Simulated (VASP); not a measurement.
# Cs (Pm-3m) in VASP: single point with PBEsol+D4

Aim: the single point of Cs with PBEsol+D4.

All numbers are computed with VASP 6.6.1; they aren't measurements. Logs are shortened: lines on timing, memory, paths and dates and some standing lists are left out, and cuts for length are marked.

### 1 The cell of the first run

The structure is cubic, space group Pm-3m (No. 221). The conventional cell has a = 5.778 Å, b = 5.778 Å, c = 5.778 Å, α = 90.00°, β = 90.00°, γ = 90.00°. Within 5.4 Å of Cs (site symmetry 4/mmm) lie 8 Cs at 4.09 Å.

### 2 Single point, PBEsol+D4

INCAR reads:

```
SYSTEM = Cs
ALGO = Normal ; EDIFF = 1E-7
ENCUT = 520 ; GGA = PS
ISIF = 2 ; ISMEAR = -1
IVDW = 13 ; LASPH = .True.
LCHARG = .False. ; LREAL = .False.
LWAVE = .False. ; NBANDS = 20
NELM = 100 ; PREC = Accurate
SIGMA = 0.1
```

KPOINTS reads:

```
k-points
0
Gamma
  4 4 4
  0 0 0
```

POSCAR reads:

```
Cs
1.0
    5.7776530000      0.0000000000      0.0000000000
    0.0000000000      5.7776530000      0.0000000000
    0.0000000000      0.0000000000      5.7776530000
Cs
3
Direct
    0.0000000000      0.0000000000      0.5000000000
    0.0000000000      0.5000000000      0.0000000000
    0.5000000000      0.0000000000      0.0000000000
```

Potentials or basis: VASP PAW PBE potentials, release 64 (Cs_sv).

Command:

```
$ cat potpaw_PBE.64/Cs_sv/POTCAR > POTCAR
$ mpirun -np 1 vasp_std > vasp.out
```

OUTCAR:

```text
SYSTEM = Cs
   EDIFF = 1E-7
   ENCUT = 520
   GGA = PS
   ISIF = 2
   ISMEAR = -1
   IVDW = 13
   LASPH = .True.
   LREAL = .False.
   NELM = 100
   PREC = Accurate

 ion  position               nearest neighbor table
   1  0.000  0.000  0.500-
   2  0.000  0.500  0.000-
   3  0.500  0.000  0.000-

  LATTYP: Found a simple cubic cell.
 ALAT       =     5.7776530000

  Lattice vectors:

 A1 = (   5.7776530000,   0.0000000000,   0.0000000000)
 A2 = (   0.0000000000,   5.7776530000,   0.0000000000)
 A3 = (   0.0000000000,   0.0000000000,   5.7776530000)

Analysis of symmetry for initial positions (statically):
=====================================================================
 Subroutine PRICEL returns:
 Original cell was already a primitive cell.

 Routine SETGRP: Setting up the symmetry group for a
 simple cubic supercell.

 Subroutine GETGRP returns: Found 48 space group operations
 (whereof 48 operations were pure point group operations)
 out of a pool of 48 trial point group operations.

The static configuration has the point symmetry O_h .

Analysis of symmetry for dynamics (positions and initial velocities):
=====================================================================
 Subroutine PRICEL returns:
 Original cell was already a primitive cell.

 Routine SETGRP: Setting up the symmetry group for a
 simple cubic supercell.

 Subroutine GETGRP returns: Found 48 space group operations
 (whereof 48 operations were pure point group operations)
 out of a pool of 48 trial point group operations.

The dynamic configuration has the point symmetry O_h .

 Subroutine INISYM returns: Found 48 space group operations
 (whereof 48 operations are pure point group operations),
 and found     1 'primitive' translations

----------------------------------------------------------------------------------------

                                     Primitive cell

  volume of cell :     192.8654

  direct lattice vectors                    reciprocal lattice vectors
     5.777653000  0.000000000  0.000000000     0.173080661  0.000000000  0.000000000
     0.000000000  5.777653000  0.000000000     0.000000000  0.173080661  0.000000000
     0.000000000  0.000000000  5.777653000     0.000000000  0.000000000  0.173080661

  length of vectors
     5.777653000  5.777653000  5.777653000     0.173080661  0.173080661  0.173080661

  position of ions in fractional coordinates (direct lattice)
     0.000000000  0.000000000  0.500000000
     0.000000000  0.500000000  0.000000000
     0.500000000  0.000000000  0.000000000

  ion indices of the primitive-cell ions
   primitive index   ion index
                 1           1
                 2           2
                 3           3

----------------------------------------------------------------------------------------

 KPOINTS: k-points

Automatic generation of k-mesh.
 Grid dimensions read from file:
 generate k-points for:    4    4    4

 Generating k-lattice:

  Cartesian coordinates                     Fractional coordinates (reciprocal lattice)
     0.043270165  0.000000000  0.000000000     0.250000000  0.000000000  0.000000000
     0.000000000  0.043270165  0.000000000     0.000000000  0.250000000  0.000000000
     0.000000000  0.000000000  0.043270165     0.000000000  0.000000000  0.250000000

  Length of vectors
     0.043270165  0.043270165  0.043270165

  Shift w.r.t. Gamma in fractional coordinates (k-lattice)
     0.000000000  0.000000000  0.000000000

 Subroutine IBZKPT returns following result:
 ===========================================

 Found     10 irreducible k-points:

 Following reciprocal coordinates:
            Coordinates               Weight
  0.000000  0.000000  0.000000      1.000000
  0.250000  0.000000  0.000000      6.000000
  0.500000  0.000000  0.000000      3.000000
  0.250000  0.250000  0.000000     12.000000
  0.500000  0.250000  0.000000     12.000000
  0.500000  0.500000  0.000000      3.000000
  0.250000  0.250000  0.250000      8.000000
  0.500000  0.250000  0.250000     12.000000
  0.500000  0.500000  0.250000      6.000000
  0.500000  0.500000  0.500000      1.000000
   k-points           NKPTS =     10   k-points in BZ     NKDIM =     10   number of bands    NBANDS=     20
   number of dos      NEDOS =    301   number of ions     NIONS =      3
   total plane-waves  NPLWV = 110592
   dimension x,y,z NGX =    48 NGY =   48 NGZ =   48
   dimension x,y,z NGXF=    96 NGYF=   96 NGZF=   96
   ions per type =               3
   NGX,Y,Z   is equivalent  to a cutoff of  13.81, 13.81, 13.81 a.u.
   NGXF,Y,Z  is equivalent  to a cutoff of  27.62, 27.62, 27.62 a.u.
 SYSTEM =  Cs
   PREC   = accura    normal or accurate (medium, high low for compatibility)
   ISTART =      0    job   : 0-new  1-cont  2-samecut
   ICHARG =      2    charge: 1-file 2-atom 10-const
   ISPIN  =      1    spin polarized calculation?
   LNONCOLLINEAR =      F non collinear calculations
   LSORBIT =      F    spin-orbit coupling
   LASPH  =      T    aspherical Exc in radial PAW
   ENCUT  =  520.0 eV  38.22 Ry    6.18 a.u.  10.74 10.74 10.74*2*pi/ulx,y,z
   NELM   =    100;   NELMIN=  2; NELMDL= -5     # of ELM steps
   EDIFF  = 0.1E-06   stopping-criterion for ELM
   LREAL  =      F    real-space projection
   EDIFFG = 0.1E-05   stopping-criterion for IOM
   NSW    =      0    number of steps for IOM
   IBRION =     -1    ionic relax: 0-MD 1-quasi-New 2-CG
   NFREE  =      0    steps in history (QN), initial steepest desc. (CG)
   ISIF   =      2    stress and relaxation
   ISYM   =      2    0-nonsym 1-usesym 2-fastsym
   POTIM  = 0.5000    time-step for ionic-motion
   TEBEG  =    0.0;   TEEND  =   0.0 temperature during run
   PSTRESS=    0.0 pullay stress
   NELECT =      27.0000    total number of electrons
   NUPDOWN=      -1.0000    fix difference up-down
   EMIN   =  10.00;   EMAX   =-10.00  energy-range for DOS
   EFERMI =   0.00;   METHOD = LEGACY
   ISMEAR =    -1;   SIGMA  =   0.10  broadening in eV -4-tet -1-fermi 0-gaus
   EFERMI_NEDOS =   21; number of points for ismear=-14 and -15
   IALGO  =     38    algorithm
   IMIX   =      4    mixing-type and parameters
     AMIX     =   0.40;   BMIX     =  1.00
     AMIX_MAG =   1.60;   BMIX_MAG =  1.00
  volume/ion in A,a.u.               =      64.29       433.84
  Fermi-wavevector in a.u.,A,eV,Ry     =   0.850050  1.606362  9.831373  0.722586
  Thomas-Fermi vector in A             =   1.965967
   LORBIT       =      0    0 simple, 1 ext, 2 COOP (PROOUT), +10 PAW based schemes
   GGA     = PS    functional components
   LHFCALC =     F    Hartree Fock is set to
   AEXX    =    0.0000 exact exchange contribution
   IVDW    =    13    specifies the selected vdW correction
   LEPSILON=     F    determine dielectric tensor
   LRPA    =     F    only Hartree local field effects (RPA)
 non-spin polarized calculation
  energy-cutoff  :      520.00
  volume of cell :      192.87
 maximum number of plane-waves:      5232
 NGX is ok and might be reduce to    48
   NGX = 21   NGY = 21   NGZ = 21

 number of electron      27.0000007 magnetization

 Free energy of the ion-electron system (eV)
  ---------------------------------------------------
  ext. energy  EPLUGINS =         0.00000000
  ---------------------------------------------------
  free energy    TOTEN  =        -1.66382267 eV

  energy without entropy =       -1.51586580  energy(sigma->0) =       -1.58984424

 E-fermi :   2.1919     XC(G=0):  -7.2098

 val. band max:        2.1617743024   @ k =   0.5000   0.2500   0.0000
 cond. band min:       2.1932930822   @ k =   0.2500   0.2500   0.2500
 fundamental gap:      0.0315187798
 Fermi energy:         2.1919175849

 k-point     1 :       0.0000    0.0000    0.0000
  band No.  band energies     occupation
      1     -21.8393      2.00000
      2     -21.6089      2.00000
      3     -21.6089      2.00000
      4      -9.1182      2.00000
      5      -9.1182      2.00000
      6      -9.1182      2.00000
[... 12 lines left out ...]
     19       2.9752      0.00079
     20       6.0687      0.00000

 k-point     2 :       0.2500    0.0000    0.0000
  band No.  band energies     occupation
      1     -21.8105      2.00000
      2     -21.6387      2.00000
      3     -21.6084      2.00000
      4      -9.0383      2.00000
      5      -9.0383      2.00000
      6      -8.9967      2.00000
[... 12 lines left out ...]
     19       3.3133      0.00003
     20       5.2864      0.00000

 k-point     3 :       0.5000    0.0000    0.0000
  band No.  band energies     occupation
      1     -21.7636      2.00000
      2     -21.6867      2.00000
      3     -21.6079      2.00000
      4      -8.9258      2.00000
      5      -8.9258      2.00000
      6      -8.6874      2.00000
[... 12 lines left out ...]
     19       3.9549      0.00000
     20       4.9374      0.00000

 k-point     4 :       0.2500    0.2500    0.0000
  band No.  band energies     occupation
      1     -21.7847      2.00000
      2     -21.6474      2.00000
      3     -21.6253      2.00000
      4      -9.1085      2.00000
      5      -8.9531      2.00000
      6      -8.7938      2.00000
[... 12 lines left out ...]
     19       3.7242      0.00000
     20       4.4576      0.00000

 k-point     5 :       0.5000    0.2500    0.0000
  band No.  band energies     occupation
      1     -21.7407      2.00000
      2     -21.6860      2.00000
      3     -21.6306      2.00000
      4      -9.0350      2.00000
      5      -8.9071      2.00000
      6      -8.8244      2.00000
[... 12 lines left out ...]
     19       3.9449      0.00000
     20       4.1313      0.00000

 k-point     6 :       0.5000    0.5000    0.0000
  band No.  band energies     occupation
      1     -21.6859      2.00000
      2     -21.6853      2.00000
      3     -21.6853      2.00000
      4      -9.1087      2.00000
      5      -9.0363      2.00000
      6      -8.5945      2.00000
[... 12 lines left out ...]
     19       3.7572      0.00000
     20       4.1573      0.00000

 k-point     7 :       0.2500    0.2500    0.2500
  band No.  band energies     occupation
      1     -21.7629      2.00000
      2     -21.6469      2.00000
      3     -21.6469      2.00000
      4      -9.2373      2.00000
      5      -8.8266      2.00000
      6      -8.8266      2.00000
[... 12 lines left out ...]
     19       3.9158      0.00000
     20       4.2740      0.00000

 k-point     8 :       0.5000    0.2500    0.2500
  band No.  band energies     occupation
      1     -21.7242      2.00000
      2     -21.6853      2.00000
      3     -21.6463      2.00000
      4      -9.2634      2.00000
      5      -8.9238      2.00000
      6      -8.8660      2.00000
[... 12 lines left out ...]
     19       4.1279      0.00000
     20       4.1584      0.00000

 k-point     9 :       0.5000    0.5000    0.2500
  band No.  band energies     occupation
      1     -21.6849      2.00000
      2     -21.6846      2.00000
      3     -21.6846      2.00000
      4      -9.3780      2.00000
      5      -9.0321      2.00000
      6      -8.8903      2.00000
[... 12 lines left out ...]
     19       4.2656      0.00000
     20       4.4442      0.00000

 k-point    10 :       0.5000    0.5000    0.5000
  band No.  band energies     occupation
      1     -21.6839      2.00000
      2     -21.6839      2.00000
      3     -21.6839      2.00000
      4      -9.5414      2.00000
      5      -9.0279      2.00000
      6      -9.0279      2.00000
[... 12 lines left out ...]
     19       4.7620      0.00000
     20       4.8725      0.00000

------------------------ aborting loop because EDIFF is reached ----------------------------------------

  DFT-D4 for vdW energy calculation

  Edisp (eV):   -0.12697

  FORCE on cell =-STRESS in cart. coord.  units (eV):
  Direction    XX          YY          ZZ          XY          YZ          ZX
  --------------------------------------------------------------------------------------
  -------------------------------------------------------------------------------------
  Total       2.31307     2.31307     2.31307     0.00000     0.00000    -0.00000
  in kB      19.21517    19.21517    19.21517     0.00000     0.00000    -0.00000
  external pressure =       19.22 kB  Pullay stress =        0.00 kB

 VOLUME and BASIS-vectors are now :
 -----------------------------------------------------------------------------
  energy-cutoff  :      520.00
  volume of cell :      192.87
      direct lattice vectors                 reciprocal lattice vectors
     5.777653000  0.000000000  0.000000000     0.173080661  0.000000000  0.000000000
     0.000000000  5.777653000  0.000000000     0.000000000  0.173080661  0.000000000
     0.000000000  0.000000000  5.777653000     0.000000000  0.000000000  0.173080661

 POSITION                                       TOTAL-FORCE (eV/Angst)
 -----------------------------------------------------------------------------------
      0.00000      0.00000      2.88883         0.000000      0.000000      0.000000
      0.00000      2.88883      0.00000         0.000000      0.000000      0.000000
      2.88883      0.00000      0.00000         0.000000      0.000000      0.000000
 -----------------------------------------------------------------------------------
    total drift:                                0.000000      0.000000      0.000000

  FREE ENERGIE OF THE ION-ELECTRON SYSTEM (eV)
  ---------------------------------------------------
  free  energy   TOTEN  =        -1.7907917711 eV

  energy  without entropy=       -1.6428348964  energy(sigma->0) =       -1.71681333
```

It took 34 s on 1 thread of Intel Xeon Platinum 8488C (Sapphire Rapids), shared host; peak memory 0.3 GiB.

Results:

```
Free energy                : -1.7908 eV
Pressure                   : 1.9 GPa
Dispersion energy per atom : -0.042 eV
```

Levels at points of the mesh, in eV from the Fermi level:
| k point | band 11 | band 12 | band 13 | band 14 | band 15 | band 16 | band 17 | band 18 |
| --- | --- | --- | --- | --- | --- | --- | --- | --- |
| (0.00, 0.00, 0.00) | -10.23 | -10.23 | -1.98 | -0.98 | 0.40 | 0.40 | 0.78 | 0.78 |
| (0.50, 0.00, 0.00) | -10.34 | -10.34 | -0.62 | -0.23 | 0.13 | 1.13 | 1.58 | 1.58 |
| (0.50, 0.50, 0.00) | -10.27 | -10.23 | 0.39 | 0.52 | 0.52 | 1.12 | 1.22 | 1.57 |
| (0.50, 0.50, 0.50) | -10.23 | -10.23 | -0.60 | 0.19 | 0.19 | 0.19 | 2.56 | 2.56 |

Caveat: the PAW data sets were made with another functional, which shifts forces and pressure a little; spin-orbit coupling is left out, which moves the levels of the heavy elements; pairwise dispersion overbinds metals, which lowers pressure and volume.
